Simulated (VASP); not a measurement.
AlSn, 2 atoms in the cell. It takes space group P-6m2 (No. 187, hexagonal). Conventional cell: a = 4.198 Å, b = 4.198 Å, c = 3.307 Å, α = 90.00°, β = 90.00°, γ = 120.00°. Within 3.9 Å of Sn (site symmetry -6m2) lie 6 Al at 2.93 Å and 2 Sn at 3.31 Å. Within 3.9 Å of Al (site symmetry -6m2) lie 6 Sn at 2.93 Å and 2 Al at 3.31 Å. 

| Property | Result |
| --- | --- |
| Program | VASP 6.6.1 |
| Task | single point |
| Functional | PBE |
| Potentials or basis | VASP PAW PBE potentials, release 64 (Sn_d, Al) |
| Cutoff | 520 eV |
| k mesh | 6 × 6 × 7 |
| Occupations | gaussian, width 0.05 eV |
| Spin | no spin polarisation |
| Dipole correction | no |
| Further INCAR settings | ALGO = Normal; EDIFF = 1e-07; NBANDS = 16 |

Potentials or basis: VASP PAW PBE potentials, release 64 (Sn_d, Al).

Command:

```sh
$ cat potpaw_PBE.64/Sn_d/POTCAR potpaw_PBE.64/Al/POTCAR > POTCAR
$ mpirun -np 1 vasp_std > vasp.out
```

Hardware: 1 thread of Intel Xeon 8259CL, with other jobs on the host.

**Question.** How long does it take, and how much memory?

**Answer.** Run time: 22 s on 1 thread of Intel Xeon 8259CL (shared host), peak memory 0.18 GiB. Counts: scf iterations 12, k points 28.
